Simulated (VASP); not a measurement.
# Si47Pb (a cell with a defect): single point with PBE

The system is Si47Pb (a cell with a defect).

```
Si Pb
1.0
    11.38440    0.00000    0.00000
    -3.79480    6.57279    0.00000
     0.00000    0.00000   12.70990
Si Pb
47 1
Direct
  0.00000 0.00000 0.40620
  0.00000 0.50000 0.40620
  0.33333 0.00000 0.40620
  0.33333 0.50000 0.40620
  0.66667 0.00000 0.40620
  0.66667 0.50000 0.40620
  0.00000 0.00000 0.90620
  0.00000 0.50000 0.90620
  0.33333 0.00000 0.90620
  0.33333 0.50000 0.90620
  0.66667 0.00000 0.90620
  0.66667 0.50000 0.90620
  0.00000 0.00000 0.09380
  0.00000 0.50000 0.09380
  0.33333 0.00000 0.09380
  0.33333 0.50000 0.09380
  0.66667 0.00000 0.09380
  0.66667 0.50000 0.09380
  0.00000 0.00000 0.59380
  0.00000 0.50000 0.59380
  0.33333 0.00000 0.59380
  0.33333 0.50000 0.59380
  0.66667 0.00000 0.59380
  0.66667 0.50000 0.59380
  0.11111 0.83333 0.34370
  0.44444 0.33333 0.34370
  0.44444 0.83333 0.34370
  0.77778 0.33333 0.34370
  0.77778 0.83333 0.34370
  0.22222 0.16667 0.84370
  0.22222 0.66667 0.84370
  0.55556 0.16667 0.84370
  0.55556 0.66667 0.84370
  0.88889 0.16667 0.84370
  0.88889 0.66667 0.84370
  0.11111 0.33333 0.15630
  0.11111 0.83333 0.15630
  0.44444 0.33333 0.15630
  0.44444 0.83333 0.15630
  0.77778 0.33333 0.15630
  0.77778 0.83333 0.15630
  0.22222 0.16667 0.65630
  0.22222 0.66667 0.65630
  0.55556 0.16667 0.65630
  0.55556 0.66667 0.65630
  0.88889 0.16667 0.65630
  0.88889 0.66667 0.65630
  0.11111 0.33333 0.34370
```

```json
{"Program": "VASP 6.6.1", "Task": "single point", "Functional": "PBE", "Potentials or basis": "VASP PAW PBE potentials, release 64 (Si, Pb_d)", "Cutoff": "520 eV", "k mesh": "2 × 3 × 2", "Occupations": "fermi-dirac, width 0.01 eV", "Spin": "no spin polarisation"}
```

```
Largest force : 3.709 eV/Å
```

Forces in eV/Å, atoms in the order of the input:
```
Si   0.007 -3.395  1.447
Si  -2.939  1.701  1.446
Si   0.000  0.002  0.237
Si   2.959  1.706  1.446
Si   0.008  0.020  0.228
Si  -0.005 -0.021  0.208
Si   0.011 -0.017  0.211
Si  -0.009  0.018  0.209
Si  -0.003 -0.003  0.191
Si   0.009  0.007  0.203
Si  -0.015 -0.011  0.199
Si  -0.008 -0.002  0.203
Si  -0.015  0.019 -0.293
Si   0.008 -0.024 -0.297
Si   0.010  0.005 -0.214
Si  -0.010 -0.006 -0.281
Si   0.016  0.003 -0.216
Si   0.013  0.013 -0.220
Si   0.011 -0.069 -0.218
Si  -0.056  0.044 -0.219
Si  -0.006 -0.003 -0.206
Si   0.057  0.034 -0.208
Si  -0.016 -0.009 -0.212
Si  -0.011 -0.006 -0.220
Si  -0.084 -0.052 -0.106
Si   0.043  0.066 -0.150
Si   0.066  0.002 -0.168
Si  -0.062  0.063 -0.145
Si   0.000 -0.094 -0.162
Si   0.008  0.009 -0.157
Si   0.014  0.000 -0.159
Si  -0.005 -0.005 -0.153
Si  -0.004 -0.004 -0.159
Si   0.007  0.003 -0.143
Si   0.000 -0.002 -0.167
Si   0.021  0.012 -2.954
Si   0.018  0.014  0.163
Si  -0.025 -0.003  0.172
Si  -0.014 -0.015  0.166
Si  -0.011 -0.008  0.176
Si  -0.017 -0.004  0.176
Si   0.017  0.005  0.180
Si   0.013  0.008  0.180
Si  -0.002  0.000  0.179
Si  -0.007 -0.009  0.188
Si  -0.003 -0.001  0.172
Si   0.006  0.000  0.206
Pb   0.005  0.008 -0.761
```

Levels at points of the mesh, in eV from the Fermi level:
```
           k point  band 98  band 99  band 100  band 101  band 102  band 103  band 104  band 105  band 106  band 107
(0.00, 0.00, 0.00)    -1.44    -0.95     -0.74     -0.74     -0.19     -0.11     -0.01      0.03      0.24      0.38
(0.50, 0.00, 0.00)    -1.43    -1.36     -1.23     -1.15     -0.20     -0.19     -0.13     -0.10      0.23      0.25
(0.00, 0.00, 0.50)    -1.06    -1.06     -1.00     -0.99     -0.02      0.00      0.07      0.09      0.10      0.14
(0.50, 0.00, 0.50)    -1.55    -1.54     -1.53     -1.42     -0.02     -0.02     -0.01      0.00      0.80      0.83
```

Run time: 18 min on 1 thread of AMD EPYC 9R45 96-Core Processor (Zen 5), with other jobs on the host, peak memory 1.2 GiB.

Caveat: the cell carries a net charge on a neutralising background, which shifts energy and pressure; the cell is charged against a uniform background, so pressure and absolute levels hang on convention; spin-orbit coupling is left out, which moves the levels of the heavy elements.
